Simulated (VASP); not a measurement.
# PbS (Pm-3m) in VASP: a series of runs

The runs below take PbS through single point, with PBE+D3(BJ), r2SCAN+D3(BJ).

Program: VASP 6.6.1. These are calculated values, not measurements. Logs are shortened: lines on timing, memory, paths and dates and some standing lists are left out, and cuts for length are marked.

**1. The cell of the first run**

It takes space group Pm-3m (No. 221, cubic). Conventional cell: a = 3.635 Å, b = 3.635 Å, c = 3.635 Å, α = 90.00°, β = 90.00°, γ = 90.00°. Pb (site symmetry m-3m) has 8 S at 3.15 Å and 6 Pb at 3.63 Å within 4.1 Å. S (site symmetry m-3m) has 8 Pb at 3.15 Å and 6 S at 3.63 Å within 4.1 Å.

**2. Single point, PBE+D3(BJ)**

The input, INCAR:

```
SYSTEM = PbS
ALGO = Normal
EDIFF = 1E-6
ENCUT = 500
GGA = PE
GGA_COMPAT = .FALSE.
ISIF = 2
ISMEAR = 0
IVDW = 12
LASPH = .TRUE.
LCHARG = .TRUE.
LELF = .TRUE.
LREAL = .FALSE.
LVHAR = .TRUE.
LWAVE = .FALSE.
NBANDS = 17
NELM = 120
PREC = Accurate
SIGMA = 0.05
```

The input, KPOINTS:

```
k-points
0
G
  6 6 6
  0 0 0
```

The input, POSCAR:

```
PbS
1.0
    3.6345609020      0.0000000000      0.0000000000
    0.0000000000      3.6345609020      0.0000000000
    0.0000000000      0.0000000000      3.6345609020
Pb S
1 1
Direct
    0.0000000000      0.0000000000      0.0000000000
    0.5000000000      0.5000000000      0.5000000000
```

Potentials or basis: VASP PAW PBE potentials, release 64 (Pb_d, S).

On the command line:

```
> cat potpaw_PBE.64/Pb_d/POTCAR potpaw_PBE.64/S/POTCAR > POTCAR
> mpirun -np 1 vasp_std > vasp.out
```

OUTCAR:

```text
SYSTEM = PbS
   EDIFF = 1E-6
   ENCUT = 500
   GGA = PE
   ISIF = 2
   ISMEAR = 0
   IVDW = 12
   LASPH = .TRUE.
   LREAL = .FALSE.
   NELM = 120
   PREC = Accurate
 IVDW          = 12

 ion  position               nearest neighbor table
   1  0.000  0.000  0.000-   2 3.15   2 3.15   2 3.15   2 3.15   2 3.15   2 3.15   2 3.15   2 3.15

   2  0.500  0.500  0.500-   1 3.15   1 3.15   1 3.15   1 3.15   1 3.15   1 3.15   1 3.15   1 3.15

  LATTYP: Found a simple cubic cell.
 ALAT       =     3.6345609020

  Lattice vectors:

 A1 = (   3.6345609020,   0.0000000000,   0.0000000000)
 A2 = (   0.0000000000,   3.6345609020,   0.0000000000)
 A3 = (   0.0000000000,   0.0000000000,   3.6345609020)

Analysis of symmetry for initial positions (statically):
=====================================================================
 Subroutine PRICEL returns:
 Original cell was already a primitive cell.

 Routine SETGRP: Setting up the symmetry group for a
 simple cubic supercell.

 Subroutine GETGRP returns: Found 48 space group operations
 (whereof 48 operations were pure point group operations)
 out of a pool of 48 trial point group operations.

The static configuration has the point symmetry O_h .

Analysis of symmetry for dynamics (positions and initial velocities):
=====================================================================
 Subroutine PRICEL returns:
 Original cell was already a primitive cell.

 Routine SETGRP: Setting up the symmetry group for a
 simple cubic supercell.

 Subroutine GETGRP returns: Found 48 space group operations
 (whereof 48 operations were pure point group operations)
 out of a pool of 48 trial point group operations.

The dynamic configuration has the point symmetry O_h .

 Subroutine INISYM returns: Found 48 space group operations
 (whereof 48 operations are pure point group operations),
 and found     1 'primitive' translations

----------------------------------------------------------------------------------------

                                     Primitive cell

  volume of cell :      48.0127

  direct lattice vectors                    reciprocal lattice vectors
     3.634560902  0.000000000  0.000000000     0.275136399  0.000000000  0.000000000
     0.000000000  3.634560902  0.000000000     0.000000000  0.275136399  0.000000000
     0.000000000  0.000000000  3.634560902     0.000000000  0.000000000  0.275136399

  length of vectors
     3.634560902  3.634560902  3.634560902     0.275136399  0.275136399  0.275136399

  position of ions in fractional coordinates (direct lattice)
     0.000000000  0.000000000  0.000000000
     0.500000000  0.500000000  0.500000000

  ion indices of the primitive-cell ions
   primitive index   ion index
                 1           1
                 2           2

----------------------------------------------------------------------------------------

 KPOINTS: k-points

Automatic generation of k-mesh.
 Grid dimensions read from file:
 generate k-points for:    6    6    6

 Generating k-lattice:

  Cartesian coordinates                     Fractional coordinates (reciprocal lattice)
     0.045856067  0.000000000  0.000000000     0.166666667  0.000000000  0.000000000
     0.000000000  0.045856067  0.000000000     0.000000000  0.166666667  0.000000000
     0.000000000  0.000000000  0.045856067     0.000000000  0.000000000  0.166666667

  Length of vectors
     0.045856067  0.045856067  0.045856067

  Shift w.r.t. Gamma in fractional coordinates (k-lattice)
     0.000000000  0.000000000  0.000000000

 Subroutine IBZKPT returns following result:
 ===========================================

 Found     20 irreducible k-points:

 Following reciprocal coordinates:
            Coordinates               Weight
  0.000000  0.000000  0.000000      1.000000
  0.166667  0.000000  0.000000      6.000000
  0.333333  0.000000  0.000000      6.000000
  0.500000  0.000000  0.000000      3.000000
  0.166667  0.166667  0.000000     12.000000
  0.333333  0.166667  0.000000     24.000000
[... 12 lines left out ...]
  0.500000  0.500000  0.333333      6.000000
  0.500000  0.500000  0.500000      1.000000
   k-points           NKPTS =     20   k-points in BZ     NKDIM =     20   number of bands    NBANDS=     17
   number of dos      NEDOS =    301   number of ions     NIONS =      2
   total plane-waves  NPLWV =  21952
   dimension x,y,z NGX =    28 NGY =   28 NGZ =   28
   dimension x,y,z NGXF=    56 NGYF=   56 NGZF=   56
   ions per type =               1   1
   NGX,Y,Z   is equivalent  to a cutoff of  12.81, 12.81, 12.81 a.u.
   NGXF,Y,Z  is equivalent  to a cutoff of  25.61, 25.61, 25.61 a.u.
 SYSTEM =  PbS
   PREC   = accura    normal or accurate (medium, high low for compatibility)
   ISTART =      0    job   : 0-new  1-cont  2-samecut
   ICHARG =      2    charge: 1-file 2-atom 10-const
   ISPIN  =      1    spin polarized calculation?
   LNONCOLLINEAR =      F non collinear calculations
   LSORBIT =      F    spin-orbit coupling
   LASPH  =      T    aspherical Exc in radial PAW
   ENCUT  =  500.0 eV  36.75 Ry    6.06 a.u.   6.63  6.63  6.63*2*pi/ulx,y,z
   NELM   =    120;   NELMIN=  2; NELMDL= -5     # of ELM steps
   EDIFF  = 0.1E-05   stopping-criterion for ELM
   LREAL  =      F    real-space projection
   EDIFFG = 0.1E-04   stopping-criterion for IOM
   NSW    =      0    number of steps for IOM
   IBRION =     -1    ionic relax: 0-MD 1-quasi-New 2-CG
   NFREE  =      0    steps in history (QN), initial steepest desc. (CG)
   ISIF   =      2    stress and relaxation
   ISYM   =      2    0-nonsym 1-usesym 2-fastsym
   POTIM  = 0.5000    time-step for ionic-motion
   TEBEG  =    0.0;   TEEND  =   0.0 temperature during run
   PSTRESS=    0.0 pullay stress
   NELECT =      20.0000    total number of electrons
   NUPDOWN=      -1.0000    fix difference up-down
   EMIN   =  10.00;   EMAX   =-10.00  energy-range for DOS
   EFERMI =   0.00;   METHOD = LEGACY
   ISMEAR =     0;   SIGMA  =   0.05  broadening in eV -4-tet -1-fermi 0-gaus
   EFERMI_NEDOS =   21; number of points for ismear=-14 and -15
   IALGO  =     38    algorithm
   IMIX   =      4    mixing-type and parameters
     AMIX     =   0.40;   BMIX     =  1.00
     AMIX_MAG =   1.60;   BMIX_MAG =  1.00
  volume/ion in A,a.u.               =      24.01       162.00
  Fermi-wavevector in a.u.,A,eV,Ry     =   1.222643  2.310460 20.338738  1.494855
  Thomas-Fermi vector in A             =   2.357782
   LORBIT       =      0    0 simple, 1 ext, 2 COOP (PROOUT), +10 PAW based schemes
   GGA     = PE    functional components
   LHFCALC =     F    Hartree Fock is set to
   AEXX    =    0.0000 exact exchange contribution
   IVDW    =    12    specifies the selected vdW correction
   LEPSILON=     F    determine dielectric tensor
   LRPA    =     F    only Hartree local field effects (RPA)
 non-spin polarized calculation
 Gauss-broadening in eV      SIGMA  =   0.05
  energy-cutoff  :      500.00
  volume of cell :       48.01
 maximum number of plane-waves:      1233
 NGX is ok and might be reduce to    28
   NGX = 13   NGY = 13   NGZ = 13

 number of electron      19.9999994 magnetization

 Free energy of the ion-electron system (eV)
  ---------------------------------------------------
  ext. energy  EPLUGINS =         0.00000000
  ---------------------------------------------------
  free energy    TOTEN  =        -8.25144050 eV

  energy without entropy =       -8.25044685  energy(sigma->0) =       -8.25094368

 E-fermi :   6.3448     XC(G=0): -10.2441

 val. band max:        6.3334806650   @ k =   0.1667   0.1667   0.1667
 cond. band min:       6.5422086238   @ k =   0.5000   0.3333   0.3333
 fundamental gap:      0.2087279588
 Fermi energy:         6.3447520980

 k-point     1 :       0.0000    0.0000    0.0000
  band No.  band energies     occupation
      1     -10.6269      2.00000
      2     -10.6269      2.00000
      3     -10.4057      2.00000
      4     -10.4057      2.00000
      5     -10.4057      2.00000
      6      -6.9382      2.00000
[... 9 lines left out ...]
     16      19.1279      0.00000
     17      19.1319      0.00000

 k-point     2 :       0.1667    0.0000    0.0000
  band No.  band energies     occupation
      1     -10.6243      2.00000
      2     -10.5859      2.00000
      3     -10.4211      2.00000
      4     -10.4211      2.00000
      5     -10.4042      2.00000
      6      -6.6998      2.00000
[... 9 lines left out ...]
     16      18.7642      0.00000
     17      18.9186      0.00000

 k-point     3 :       0.3333    0.0000    0.0000
  band No.  band energies     occupation
      1     -10.6191      2.00000
      2     -10.5044      2.00000
      3     -10.4516      2.00000
      4     -10.4516      2.00000
      5     -10.4012      2.00000
      6      -6.0743      2.00000
[... 9 lines left out ...]
     16      16.7872      0.00000
     17      19.0864      0.00000

 k-point     4 :       0.5000    0.0000    0.0000
  band No.  band energies     occupation
      1     -10.6164      2.00000
      2     -10.4667      2.00000
      3     -10.4667      2.00000
      4     -10.4641      2.00000
      5     -10.3997      2.00000
      6      -5.6012      2.00000
[... 9 lines left out ...]
     16      19.0695      0.00000
     17      20.2820      0.00000
[... 263 lines left out ...]
      1     -10.5378      2.00000
      2     -10.5204      2.00000
      3     -10.4992      2.00000
      4     -10.4205      2.00000
      5     -10.3763      2.00000
      6      -4.7414      2.00000
[... 9 lines left out ...]
     16      18.3075      0.00000
     17      22.0443      0.00000

 k-point    19 :       0.5000    0.5000    0.3333
  band No.  band energies     occupation
      1     -10.5521      2.00000
      2     -10.5180      2.00000
      3     -10.5180      2.00000
      4     -10.3977      2.00000
      5     -10.3516      2.00000
      6      -4.6337      2.00000
[... 9 lines left out ...]
     16      19.1815      0.00000
     17      22.5975      0.00000

 k-point    20 :       0.5000    0.5000    0.5000
  band No.  band energies     occupation
      1     -10.5385      2.00000
      2     -10.5385      2.00000
      3     -10.5385      2.00000
      4     -10.3508      2.00000
      5     -10.3508      2.00000
      6      -4.5702      2.00000
[... 9 lines left out ...]
     16      20.1662      0.00000
     17      22.7613      0.00000

------------------------ aborting loop because EDIFF is reached ----------------------------------------

 Edisp (eV)   -0.76031

 E8    (eV) :    -0.3428

  FORCE on cell =-STRESS in cart. coord.  units (eV):
  Direction    XX          YY          ZZ          XY          YZ          ZX
  --------------------------------------------------------------------------------------
  -------------------------------------------------------------------------------------
  Total      -0.46456    -0.46456    -0.46456     0.00000     0.00000     0.00000
  in kB     -15.50224   -15.50224   -15.50224     0.00000     0.00000     0.00000
  external pressure =      -15.50 kB  Pullay stress =        0.00 kB

 VOLUME and BASIS-vectors are now :
 -----------------------------------------------------------------------------
  energy-cutoff  :      500.00
  volume of cell :       48.01
      direct lattice vectors                 reciprocal lattice vectors
     3.634560902  0.000000000  0.000000000     0.275136399  0.000000000  0.000000000
     0.000000000  3.634560902  0.000000000     0.000000000  0.275136399  0.000000000
     0.000000000  0.000000000  3.634560902     0.000000000  0.000000000  0.275136399

 POSITION                                       TOTAL-FORCE (eV/Angst)
 -----------------------------------------------------------------------------------
      0.00000      0.00000      0.00000         0.000000      0.000000      0.000000
      1.81728      1.81728      1.81728         0.000000      0.000000      0.000000
 -----------------------------------------------------------------------------------
    total drift:                               -0.000000      0.000000      0.000000

  FREE ENERGIE OF THE ION-ELECTRON SYSTEM (eV)
  ---------------------------------------------------
  free  energy   TOTEN  =        -9.0117458745 eV

  energy  without entropy=       -9.0107522186  energy(sigma->0) =       -9.01124905
```

Wall time 14 s (1 thread of AMD EPYC 9R45 (Zen 5), shared host); peak memory 0.14 GiB.

What came out:

* Free energy: -9.0117 eV
* Pressure: -1.6 GPa
* Band gap on the k mesh: zero (band 10 reaches 6.33 eV, above the bottom of band 11 at 5.79 eV)
* Dispersion energy per atom: -0.380 eV

Caveat: spin-orbit coupling is left out, which moves the levels of the heavy elements; pairwise dispersion overbinds metals, which lowers pressure and volume.

**3. Single point, PBE+D3(BJ)**

This run uses another cell than the first one, of 23.43 Å³/atom, 0.976 times its volume.

The input, INCAR:

```
PREC = Accurate
ENCUT = 500
EDIFF = 1E-6
ISMEAR = 0
SIGMA = 0.05
LREAL = F
LASPH = T
NELM = 120
ALGO = Normal
ISIF = 2
LWAVE = F
LCHARG = T
GGA = PE
IVDW = 12
LELF = T
LVHAR = T
NBANDS = 17
GGA_COMPAT = F
```

The input, KPOINTS:

```
regular mesh
0
Gamma
  6 6 6
```

The input, POSCAR:

```
PbS
1.0
    3.6054132515      0.0000000000      0.0000000000
    0.0000000000      3.6054132515      0.0000000000
    0.0000000000      0.0000000000      3.6054132515
Pb S
1 1
Direct
    0.0000000000      0.0000000000      0.0000000000
    0.5000000000      0.5000000000      0.5000000000
```

Potentials or basis: VASP PAW PBE potentials, release 64 (Pb_d, S).

On the command line:

```
> cat potpaw_PBE.64/Pb_d/POTCAR potpaw_PBE.64/S/POTCAR > POTCAR
> mpirun -np 1 vasp_std > vasp.out
```

OUTCAR:

```text
PREC = Accurate
   ENCUT = 500
   EDIFF = 1E-6
   ISMEAR = 0
   LREAL = F
   LASPH = T
   NELM = 120
   ISIF = 2
   GGA = PE
   IVDW = 12
 IVDW          = 12

 ion  position               nearest neighbor table
   1  0.000  0.000  0.000-   2 3.12   2 3.12   2 3.12   2 3.12   2 3.12   2 3.12   2 3.12   2 3.12

   2  0.500  0.500  0.500-   1 3.12   1 3.12   1 3.12   1 3.12   1 3.12   1 3.12   1 3.12   1 3.12

  LATTYP: Found a simple cubic cell.
 ALAT       =     3.6054132515

[... 582 lines left out ...]

------------------------ aborting loop because EDIFF is reached ----------------------------------------

 Edisp (eV)   -0.77836

 E8    (eV) :    -0.3506

  FORCE on cell =-STRESS in cart. coord.  units (eV):
  Direction    XX          YY          ZZ          XY          YZ          ZX
  --------------------------------------------------------------------------------------
  -------------------------------------------------------------------------------------
  Total      -0.02501    -0.02501    -0.02501    -0.00000    -0.00000     0.00000
  in kB      -0.85499    -0.85499    -0.85499    -0.00000    -0.00000     0.00000
  external pressure =       -0.85 kB  Pullay stress =        0.00 kB

 VOLUME and BASIS-vectors are now :
 -----------------------------------------------------------------------------
  energy-cutoff  :      500.00
  volume of cell :       46.87
      direct lattice vectors                 reciprocal lattice vectors
     3.605413251  0.000000000  0.000000000     0.277360716  0.000000000  0.000000000
     0.000000000  3.605413251  0.000000000     0.000000000  0.277360716  0.000000000
     0.000000000  0.000000000  3.605413251     0.000000000  0.000000000  0.277360716

 POSITION                                       TOTAL-FORCE (eV/Angst)
 -----------------------------------------------------------------------------------
      0.00000      0.00000      0.00000         0.000000      0.000000      0.000000
      1.80271      1.80271      1.80271         0.000000      0.000000      0.000000
 -----------------------------------------------------------------------------------
    total drift:                               -0.000000      0.000000      0.000000

  FREE ENERGIE OF THE ION-ELECTRON SYSTEM (eV)
  ---------------------------------------------------
  free  energy   TOTEN  =        -9.0171114600 eV

  energy  without entropy=       -9.0161015012  energy(sigma->0) =       -9.01660648
```

OSZICAR:

```text
N       E                     dE             d eps       ncg     rms          rms(c)
DAV:   1     0.158252096793E+03    0.15825E+03   -0.93690E+03   680   0.125E+03
DAV:   2     0.190377384251E+01   -0.15635E+03   -0.15107E+03   752   0.317E+02
DAV:   3    -0.860943465192E+01   -0.10513E+02   -0.10419E+02   872   0.882E+01
DAV:   4    -0.886525539424E+01   -0.25582E+00   -0.25555E+00   871   0.142E+01
DAV:   5    -0.887422801637E+01   -0.89726E-02   -0.89711E-02  1021   0.267E+00    0.452E+00
DAV:   6    -0.824890833593E+01    0.62532E+00   -0.16082E+00  1040   0.929E+00    0.325E+00
DAV:   7    -0.824137177149E+01    0.75366E-02   -0.14759E-01   823   0.197E+00    0.190E+00
DAV:   8    -0.823906629355E+01    0.23055E-02   -0.15918E-02   787   0.130E+00    0.264E-01
DAV:   9    -0.823867811551E+01    0.38818E-03   -0.22755E-03  1021   0.386E-01    0.904E-02
DAV:  10    -0.823876370429E+01   -0.85589E-04   -0.21361E-04   801   0.878E-02    0.728E-02
DAV:  11    -0.823875325897E+01    0.10445E-04   -0.40399E-05   941   0.682E-02    0.142E-02
DAV:  12    -0.823875322401E+01    0.34955E-07   -0.12238E-06   562   0.109E-02
   1 F= -.90171115E+01 E0= -.90166065E+01  d E =-.100996E-02
```

Run time: 15 s. Hardware: 1 thread of AMD EPYC 9R45 (Zen 5), shared host; peak memory 0.14 GiB.

What came out:

```
Free energy                : -9.0171 eV
Pressure                   : -0.1 GPa
Band gap on the k mesh     : zero (band 10 reaches 6.65 eV, above the bottom of band 11 at 6.00 eV)
Dispersion energy per atom : -0.389 eV
```

Levels at points of the mesh, in eV from the Fermi level:
| k point | band 7 | band 8 | band 9 | band 10 | band 11 | band 12 | band 13 | band 14 |
| --- | --- | --- | --- | --- | --- | --- | --- | --- |
| (0.00, 0.00, 0.00) | -6.69 | -1.76 | -1.76 | -1.76 | 5.36 | 5.36 | 6.74 | 6.74 |
| (0.50, 0.00, 0.00) | -9.25 | -0.58 | -0.58 | -0.09 | 0.29 | 3.93 | 3.93 | 6.54 |
| (0.50, 0.50, 0.00) | -7.35 | -4.74 | -4.74 | -0.38 | 4.27 | 4.27 | 6.09 | 7.19 |
| (0.50, 0.50, 0.50) | -5.94 | -2.58 | -2.58 | -2.58 | -0.65 | -0.65 | -0.65 | 14.04 |

Caveat: spin-orbit coupling is left out, which moves the levels of the heavy elements; pairwise dispersion overbinds metals, which lowers pressure and volume.

**4. Single point, PBE+D3(BJ)**

This run uses another cell than the first one, of 24.39 Å³/atom, 1.016 times its volume.

INCAR, as its differences from that of step 3:

```diff
@@ -11,7 +11,5 @@
 LWAVE = F
-LCHARG = T
+LCHARG = F
 GGA = PE
 IVDW = 12
-LELF = T
-LVHAR = T
 NBANDS = 17
```

KPOINTS is that of step 3.

The input, POSCAR:

```
PbS
1.0
    3.6536590000      0.0000000000      0.0000000000
    0.0000000000      3.6536590000      0.0000000000
    0.0000000000      0.0000000000      3.6536590000
Pb S
1 1
Direct
    0.0000000000      0.0000000000      0.0000000000
    0.5000000000      0.5000000000      0.5000000000
```

On the command line:

```
> cat potpaw_PBE.64/Pb_d/POTCAR potpaw_PBE.64/S/POTCAR > POTCAR
> mpirun -np 1 vasp_std > vasp.out
```

Run time: 14 s. Hardware: 1 thread of AMD EPYC 9R45 (Zen 5), shared host; peak memory 0.14 GiB.

The run converged. Its results:

| Property | Result |
| --- | --- |
| Free energy | -9.0027 eV |
| Pressure | -2.4 GPa |
| Band gap on the k mesh | zero (band 10 reaches 6.13 eV, above the bottom of band 11 at 5.65 eV) |
| Dispersion energy per atom | -0.374 eV |

Levels at points of the mesh, in eV from the Fermi level:
```tsv
k point	band 6	band 7	band 8	band 9	band 10	band 11	band 12	band 13	band 14	band 15
(0.00, 0.00, 0.00)	-13.16	-6.77	-1.61	-1.61	-1.61	5.46	5.46	6.49	6.49	6.49
(0.50, 0.00, 0.00)	-11.86	-9.04	-0.50	-0.50	-0.15	0.29	3.90	3.90	6.69	9.23
(0.50, 0.50, 0.00)	-11.11	-7.30	-4.46	-4.46	-0.30	4.16	4.16	5.88	7.17	9.46
(0.50, 0.50, 0.50)	-10.87	-6.01	-2.40	-2.40	-2.40	-0.50	-0.50	-0.50	13.68	13.68
```

Caveat: spin-orbit coupling is left out, which moves the levels of the heavy elements; pairwise dispersion overbinds metals, which lowers pressure and volume.

(Continued in part 2 of 2.)
